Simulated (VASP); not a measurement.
# AlH6 (P6/mmm) in VASP: further runs

The runs below take AlH6 through single point, relaxation of cell and atoms, with PBE.

Program: VASP 6.6.1. These are calculated values, not measurements. Logs are shortened: lines on timing, memory, paths and dates and some standing lists are left out, and cuts for length are marked.

## 1. The cell of the first run

Symmetry: P6/mmm, No. 191, hexagonal system. The conventional cell has a = 3.580 Å, b = 3.580 Å, c = 3.727 Å, α = 90.00°, β = 90.00°, γ = 120.00°. Al (site symmetry 6/mmm) has 8 H at 1.79 to 1.86 Å within 2.4 Å. H (site symmetry -6m2) has 12 H at 2.07 to 2.13 Å and 6 Al at 2.78 Å within 2.8 Å. H (site symmetry mmm) has 8 H at 1.79 to 2.13 Å and 2 Al at 1.79 Å within 2.4 Å. Within 2.6 Å of H (site symmetry 6/mmm) lie 2 Al at 1.86 Å and 18 H at 2.07 to 2.58 Å.

The cell was built from a structure type or drawn by symmetry, and may not be a known phase.

## 2. Single point, PBE

Contents of INCAR:

```
PREC     = Accurate       # precision mode
ENCUT    = 520            # plane-wave cutoff, eV
EDIFF    = 1E-6           # SCF threshold, eV
ISMEAR   = 0              # smearing method
SIGMA    = 0.1            # smearing width, eV
LREAL    = F              # projectors in reciprocal space
LASPH    = T              # aspherical terms in the spheres
NELM     = 60             # most SCF steps
ALGO     = Normal         # electronic algorithm
ISIF     = 2              # what is computed and relaxed
LWAVE    = F              # write WAVECAR
LCHARG   = T              # write CHGCAR
GGA      = PE             # functional
LELF     = T              # ELF
LVHAR    = T            
NBANDS   = 14             # bands
```

Contents of KPOINTS:

```
Automatic mesh
0
Gamma
  6 6 4
```

Contents of POSCAR:

```
AlH6
1.0
    3.5798603951     -0.0000000028      0.0000000000
   -1.7899301951      3.1002500455      0.0000000000
    0.0000000000      0.0000000000      3.7268431623
Al H
1 6
Direct
    0.0000000000      0.0000000000      0.0000000000
    0.3333333333      0.6666666667      0.5000000000
    0.6666666667      0.3333333333      0.5000000000
    0.5000000000      0.0000000000      0.0000000000
    0.0000000000      0.5000000000      0.0000000000
    0.5000000000      0.5000000000      0.0000000000
    0.0000000000      0.0000000000      0.5000000000
```

Potentials or basis: VASP PAW PBE potentials, release 64 (Al, H).

The run is started by

```console
> cat potpaw_PBE.64/Al/POTCAR potpaw_PBE.64/H/POTCAR > POTCAR
> mpirun -np 1 vasp_std > vasp.out
```

OUTCAR:

```text
PREC = Accurate
   ENCUT = 520
   EDIFF = 1E-6
   ISMEAR = 0
   LREAL = F
   LASPH = T
   NELM = 60
   ISIF = 2
   GGA = PE

 ion  position               nearest neighbor table
   1  0.000  0.000  0.000-   5 1.79   5 1.79   6 1.79   6 1.79   4 1.79   4 1.79   7 1.86   7 1.86

   2  0.333  0.667  0.500-
   3  0.667  0.333  0.500-
   4  0.500  0.000  0.000-   1 1.79   1 1.79
   5  0.000  0.500  0.000-   1 1.79   1 1.79
   6  0.500  0.500  0.000-   1 1.79   1 1.79
   7  0.000  0.000  0.500-   1 1.86   1 1.86

  LATTYP: Found a hexagonal cell.
 ALAT       =     3.5798603951
 C/A-ratio  =     1.0410582400

  Lattice vectors:

 A1 = (   3.5798603951,  -0.0000000028,   0.0000000000)
 A2 = (  -1.7899301951,   3.1002500455,   0.0000000000)
 A3 = (   0.0000000000,   0.0000000000,   3.7268431623)

Analysis of symmetry for initial positions (statically):
=====================================================================
 Subroutine PRICEL returns:
 Original cell was already a primitive cell.

 Routine SETGRP: Setting up the symmetry group for a
 hexagonal supercell.

 Subroutine GETGRP returns: Found 24 space group operations
 (whereof 24 operations were pure point group operations)
 out of a pool of 24 trial point group operations.

The static configuration has the point symmetry D_6h.

Analysis of symmetry for dynamics (positions and initial velocities):
=====================================================================
 Subroutine PRICEL returns:
 Original cell was already a primitive cell.

 Routine SETGRP: Setting up the symmetry group for a
 hexagonal supercell.

 Subroutine GETGRP returns: Found 24 space group operations
 (whereof 24 operations were pure point group operations)
 out of a pool of 24 trial point group operations.

The dynamic configuration has the point symmetry D_6h.

 Subroutine INISYM returns: Found 24 space group operations
 (whereof 24 operations are pure point group operations),
 and found     1 'primitive' translations

----------------------------------------------------------------------------------------

                                     Primitive cell

  volume of cell :      41.3622

  direct lattice vectors                    reciprocal lattice vectors
     3.579860395 -0.000000003  0.000000000     0.279340502  0.161277314  0.000000000
    -1.789930195  3.100250046  0.000000000     0.000000000  0.322554628  0.000000000
     0.000000000  0.000000000  3.726843162     0.000000000  0.000000000  0.268323607

  length of vectors
     3.579860395  3.579860395  3.726843162     0.322554628  0.322554628  0.268323607

  position of ions in fractional coordinates (direct lattice)
     0.000000000  0.000000000  0.000000000
     0.333333333  0.666666667  0.500000000
     0.666666667  0.333333333  0.500000000
     0.500000000  0.000000000  0.000000000
     0.000000000  0.500000000  0.000000000
     0.500000000  0.500000000  0.000000000
     0.000000000  0.000000000  0.500000000

  ion indices of the primitive-cell ions
   primitive index   ion index
                 1           1
                 2           2
                 3           3
                 4           4
                 5           5
                 6           6
                 7           7

----------------------------------------------------------------------------------------

 KPOINTS: Automatic mesh

Automatic generation of k-mesh.
 Grid dimensions read from file:
 generate k-points for:    6    6    4

 Generating k-lattice:

  Cartesian coordinates                     Fractional coordinates (reciprocal lattice)
     0.046556750  0.026879552  0.000000000     0.166666667  0.000000000  0.000000000
     0.000000000  0.053759105  0.000000000     0.000000000  0.166666667  0.000000000
     0.000000000  0.000000000  0.067080902     0.000000000  0.000000000  0.250000000

  Length of vectors
     0.053759105  0.053759105  0.067080902

  Shift w.r.t. Gamma in fractional coordinates (k-lattice)
     0.000000000  0.000000000  0.000000000

 Subroutine IBZKPT returns following result:
 ===========================================

 Found     21 irreducible k-points:

 Following reciprocal coordinates:
            Coordinates               Weight
  0.000000  0.000000  0.000000      1.000000
  0.166667  0.000000  0.000000      6.000000
  0.333333  0.000000  0.000000      6.000000
  0.500000  0.000000  0.000000      3.000000
  0.166667  0.166667  0.000000      6.000000
  0.333333  0.166667  0.000000     12.000000
[... 13 lines left out ...]
  0.333333  0.166667  0.500000     12.000000
  0.333333  0.333333  0.500000      2.000000
   k-points           NKPTS =     21   k-points in BZ     NKDIM =     21   number of bands    NBANDS=     14
   number of dos      NEDOS =    301   number of ions     NIONS =      7
   total plane-waves  NPLWV =  21952
   dimension x,y,z NGX =    28 NGY =   28 NGZ =   28
   dimension x,y,z NGXF=    56 NGYF=   56 NGZF=   56
   ions per type =               1   6
   NGX,Y,Z   is equivalent  to a cutoff of  13.00, 13.00, 12.49 a.u.
   NGXF,Y,Z  is equivalent  to a cutoff of  26.01, 26.01, 24.98 a.u.
 SYSTEM =  unknown system
   PREC   = accura    normal or accurate (medium, high low for compatibility)
   ISTART =      0    job   : 0-new  1-cont  2-samecut
   ICHARG =      2    charge: 1-file 2-atom 10-const
   ISPIN  =      1    spin polarized calculation?
   LNONCOLLINEAR =      F non collinear calculations
   LSORBIT =      F    spin-orbit coupling
   LASPH  =      T    aspherical Exc in radial PAW
   ENCUT  =  520.0 eV  38.22 Ry    6.18 a.u.   6.66  6.66  6.93*2*pi/ulx,y,z
   NELM   =     60;   NELMIN=  2; NELMDL= -5     # of ELM steps
   EDIFF  = 0.1E-05   stopping-criterion for ELM
   LREAL  =      F    real-space projection
[... 7 lines left out ...]
   TEBEG  =    0.0;   TEEND  =   0.0 temperature during run
   PSTRESS=    0.0 pullay stress
   NELECT =       9.0000    total number of electrons
   NUPDOWN=      -1.0000    fix difference up-down
   EMIN   =  10.00;   EMAX   =-10.00  energy-range for DOS
   EFERMI =   0.00;   METHOD = LEGACY
   ISMEAR =     0;   SIGMA  =   0.10  broadening in eV -4-tet -1-fermi 0-gaus
   EFERMI_NEDOS =   21; number of points for ismear=-14 and -15
   IALGO  =     38    algorithm
   IMIX   =      4    mixing-type and parameters
     AMIX     =   0.40;   BMIX     =  1.00
     AMIX_MAG =   1.60;   BMIX_MAG =  1.00
  volume/ion in A,a.u.               =       5.91        39.88
  Fermi-wavevector in a.u.,A,eV,Ry     =   0.984663  1.860744 13.191686  0.969562
  Thomas-Fermi vector in A             =   2.115913
   LORBIT       =      0    0 simple, 1 ext, 2 COOP (PROOUT), +10 PAW based schemes
   GGA     = PE    functional components
   LHFCALC =     F    Hartree Fock is set to
   AEXX    =    0.0000 exact exchange contribution
   IVDW    =     0    specifies the selected vdW correction
   LEPSILON=     F    determine dielectric tensor
   LRPA    =     F    only Hartree local field effects (RPA)
 non-spin polarized calculation
 Gauss-broadening in eV      SIGMA  =   0.10
  energy-cutoff  :      520.00
  volume of cell :       41.36
 maximum number of plane-waves:      1130
 NGX is ok and might be reduce to    28
   NGX = 13   NGY = 13   NGZ = 13

 number of electron       9.0000000 magnetization

 Free energy of the ion-electron system (eV)
  ---------------------------------------------------
  ext. energy  EPLUGINS =         0.00000000
  ---------------------------------------------------
  free energy    TOTEN  =       -17.53879389 eV

  energy without entropy =      -17.53474548  energy(sigma->0) =      -17.53676968

 E-fermi :   2.6099     XC(G=0):  -9.7832

 val. band max:        2.3586574909   @ k =   0.5000   0.0000   0.0000
 cond. band min:       2.6144719794   @ k =   0.1667   0.0000   0.0000
 fundamental gap:      0.2558144885
 Fermi energy:         2.6098628355

 k-point     1 :       0.0000    0.0000    0.0000
  band No.  band energies     occupation
      1      -9.0418      2.00000
      2      -1.1996      2.00000
      3       3.2612      0.00000
      4       3.2612      0.00000
      5       3.5969      0.00000
      6       4.5181      0.00000
      7       4.8424      0.00000
      8       7.4191      0.00000
      9       7.4191      0.00000
     10      15.3506      0.00000
     11      16.2380      0.00000
     12      17.7516      0.00000
     13      17.7682      0.00000
     14      17.7830      0.00000

 k-point     2 :       0.1667    0.0000    0.0000
  band No.  band energies     occupation
      1      -8.6293      2.00000
      2      -1.0029      2.00000
      3       0.8975      2.00000
      4       2.6145      0.94803
      5       2.8391      0.00119
      6       4.9021      0.00000
      7       5.4465      0.00000
      8       8.7614      0.00000
      9       8.9907      0.00000
     10      14.4313      0.00000
     11      14.8520      0.00000
     12      16.2284      0.00000
     13      16.3002      0.00000
     14      16.8785      0.00000

 k-point     3 :       0.3333    0.0000    0.0000
  band No.  band energies     occupation
      1      -7.4031      2.00000
      2      -2.7129      2.00000
      3       0.1176      2.00000
      4       1.7822      2.00000
      5       2.1451      2.00000
      6       4.6459      0.00000
      7       6.0110      0.00000
      8       9.8649      0.00000
      9      11.2004      0.00000
     10      11.4285      0.00000
     11      15.4656      0.00000
     12      15.6305      0.00000
     13      15.8319      0.00000
     14      17.0989      0.00000

 k-point     4 :       0.5000    0.0000    0.0000
  band No.  band energies     occupation
      1      -5.5469      2.00000
      2      -5.2339      2.00000
      3       0.4883      2.00000
      4       1.4693      2.00000
      5       2.3587      1.99962
      6       3.4933      0.00000
      7       7.1805      0.00000
      8       9.2888      0.00000
      9       9.8679      0.00000
     10      12.8628      0.00000
     11      15.4523      0.00000
     12      16.6276      0.00000
     13      16.9662      0.00000
     14      17.7314      0.00000

 k-point     5 :       0.1667    0.1667    0.0000
  band No.  band energies     occupation
      1      -7.8097      2.00000
      2      -1.2042      2.00000
      3      -0.9019      2.00000
      4       0.8960      2.00000
      5       3.6645      0.00000
      6       5.1291      0.00000
      7       5.6526      0.00000
      8       9.4982      0.00000
      9      10.2997      0.00000
     10      12.4809      0.00000
     11      14.2517      0.00000
[... 225 lines left out ...]
 k-point    19 :       0.1667    0.1667    0.5000
  band No.  band energies     occupation
      1      -6.2598      2.00000
      2      -4.1847      2.00000
      3       0.1437      2.00000
      4       1.4170      2.00000
      5       1.8126      2.00000
      6       3.0521      0.00000
      7       7.4363      0.00000
      8      10.4426      0.00000
      9      11.7210      0.00000
     10      12.1815      0.00000
     11      14.8542      0.00000
     12      15.2796      0.00000
     13      17.0190      0.00000
     14      19.6082      0.00000

 k-point    20 :       0.3333    0.1667    0.5000
  band No.  band energies     occupation
      1      -4.7341      2.00000
      2      -2.7662      2.00000
      3      -2.2565      2.00000
      4      -0.2102      2.00000
      5       0.3701      2.00000
      6       1.9449      2.00000
      7       7.6059      0.00000
      8      11.2848      0.00000
      9      12.9205      0.00000
     10      14.4910      0.00000
     11      15.9201      0.00000
     12      17.2580      0.00000
     13      17.9732      0.00000
     14      20.0550      0.00000

 k-point    21 :       0.3333    0.3333    0.5000
  band No.  band energies     occupation
      1      -3.1952      2.00000
      2      -3.1952      2.00000
      3      -1.8191      2.00000
      4      -1.2074      2.00000
      5      -0.0180      2.00000
      6      -0.0180      2.00000
      7       9.3643      0.00000
      8      13.9944      0.00000
      9      13.9944      0.00000
     10      14.0284      0.00000
     11      14.0284      0.00000
     12      15.1795      0.00000
     13      19.3618      0.00000
     14      19.9043      0.00000

------------------------ aborting loop because EDIFF is reached ----------------------------------------

  FORCE on cell =-STRESS in cart. coord.  units (eV):
  Direction    XX          YY          ZZ          XY          YZ          ZX
  --------------------------------------------------------------------------------------
  -------------------------------------------------------------------------------------
  Total       -0.1469612     -0.1469612     -0.1440366     -0.0000000     -0.0000000      0.0000000
  in kB       -5.6925838     -5.6925838     -5.5792983     -0.0000000     -0.0000000      0.0000000
  external PRESSURE =      -5.6548220 kB  Pullay stress =       0.0000000 kB

 VOLUME and BASIS-vectors are now :
 -----------------------------------------------------------------------------
  energy-cutoff  :      520.00
  volume of cell :       41.36
      direct lattice vectors                 reciprocal lattice vectors
     3.579860395 -0.000000003  0.000000000     0.279340502  0.161277314  0.000000000
    -1.789930195  3.100250046  0.000000000     0.000000000  0.322554628  0.000000000
     0.000000000  0.000000000  3.726843162     0.000000000  0.000000000  0.268323607

 POSITION                                       TOTAL-FORCE (eV/Angst)
 -----------------------------------------------------------------------------------
      0.00000      0.00000      0.00000         0.000000      0.000000      0.000000
      0.00000      2.06683      1.86342        -0.000000     -0.000000      0.000000
      1.78993      1.03342      1.86342         0.000000     -0.000000     -0.000000
      1.78993     -0.00000      0.00000         0.000000      0.000000      0.000000
     -0.89497      1.55013      0.00000         0.000000      0.000000      0.000000
      0.89497      1.55013      0.00000         0.000000      0.000000      0.000000
      0.00000      0.00000      1.86342         0.000000      0.000000      0.000000
 -----------------------------------------------------------------------------------
    total drift:                                0.000000      0.000000     -0.000000

  FREE ENERGIE OF THE ION-ELECTRON SYSTEM (eV)
  ---------------------------------------------------
  free  energy   TOTEN  =       -17.5387938910 eV

  energy  without entropy=      -17.5347454777  energy(sigma->0) =      -17.53676968
```

Run time: 6.2 s. Hardware: 1 thread of Intel Xeon 6975P-C (Granite Rapids), shared host; peak memory 0.15 GiB.

Results:

| Property | Result |
| --- | --- |
| Free energy | -17.5388 eV |
| Pressure | -0.6 GPa |
| Band gap on the k mesh | zero (an odd number of electrons rules out a gap without spin polarisation) |

Levels at points of the mesh, in eV from the Fermi level:
```
           k point  band 1  band 2  band 3  band 4  band 5  band 6  band 7  band 8  band 9  band 10
(0.00, 0.00, 0.00)  -11.65   -3.81    0.65    0.65    0.99    1.91    2.23    4.81    4.81    12.74
(0.50, 0.00, 0.00)   -8.16   -7.84   -2.12   -1.14   -0.25    0.88    4.57    6.68    7.26    10.25
(0.00, 0.00, 0.50)  -10.08   -7.95    0.95    0.95    1.41    2.80    5.85    5.85    7.11     9.76
(0.50, 0.00, 0.50)   -6.97   -5.88   -5.07   -3.76   -0.64    0.53    2.93    6.81   12.91    12.97
```

Caveat: the k points lie up to 0.42 Å⁻¹ apart, too coarse for converged energies and pressures of a metal.

## 3. Single point, PBE

This run uses another cell than the first one, of 5.95 Å³/atom.

Contents of INCAR:

```
SYSTEM = AlH6
  PREC = Accurate
  ENCUT = 520
  EDIFF = 1E-6
  ISMEAR = 0
  SIGMA = 0.1
  LREAL = .False.
  LASPH = .True.
  NELM = 80
  ALGO = Normal
  ISIF = 2
  LWAVE = .False.
  LCHARG = .False.
  GGA = PE
  NBANDS = 14
```

Contents of KPOINTS:

```
regular mesh
0
Gamma
  6 6 6
  0 0 0
```

Changes to POSCAR since step 2:

```diff
@@ -2,5 +2,5 @@
 1.0
-    3.5798603951     -0.0000000028      0.0000000000
-   -1.7899301951      3.1002500455      0.0000000000
-    0.0000000000      0.0000000000      3.7268431623
+    3.5610809361      0.0000000000      0.0000000000
+   -1.7805404680      3.0839865556      0.0000000000
+    0.0000000000      0.0000000000      3.7940088793
 Al H
```

Potentials or basis: VASP PAW PBE potentials, release 64 (Al, H).

The run is started by

```console
> cat potpaw_PBE.64/Al/POTCAR potpaw_PBE.64/H/POTCAR > POTCAR
> mpirun -np 1 vasp_std > vasp.out
```

Wall time 7.3 s (1 thread of Intel Xeon 6975P-C (Granite Rapids), shared host); peak memory 0.15 GiB.

It converged, with:

```
Free energy            : -17.4666 eV
Pressure               : -0.2 GPa
Band gap on the k mesh : zero (an odd number of electrons rules out a gap without spin polarisation)
```

Levels at points of the mesh, in eV from the Fermi level:
| k point | band 1 | band 2 | band 3 | band 4 | band 5 | band 6 | band 7 | band 8 | band 9 | band 10 |
| --- | --- | --- | --- | --- | --- | --- | --- | --- | --- | --- |
| (0.00, 0.00, 0.00) | -11.63 | -4.05 | 0.71 | 0.71 | 1.16 | 1.66 | 2.39 | 4.95 | 4.95 | 12.58 |
| (0.50, 0.00, 0.00) | -8.12 | -7.76 | -2.05 | -1.08 | -0.49 | 0.79 | 4.37 | 6.46 | 7.10 | 10.26 |
| (0.00, 0.00, 0.50) | -10.18 | -7.94 | 0.97 | 0.97 | 1.59 | 2.91 | 5.90 | 5.90 | 7.03 | 9.83 |
| (0.50, 0.00, 0.50) | -7.04 | -5.93 | -4.98 | -3.75 | -0.63 | 0.64 | 2.95 | 6.91 | 12.75 | 13.06 |

[end of part 1 of 2]
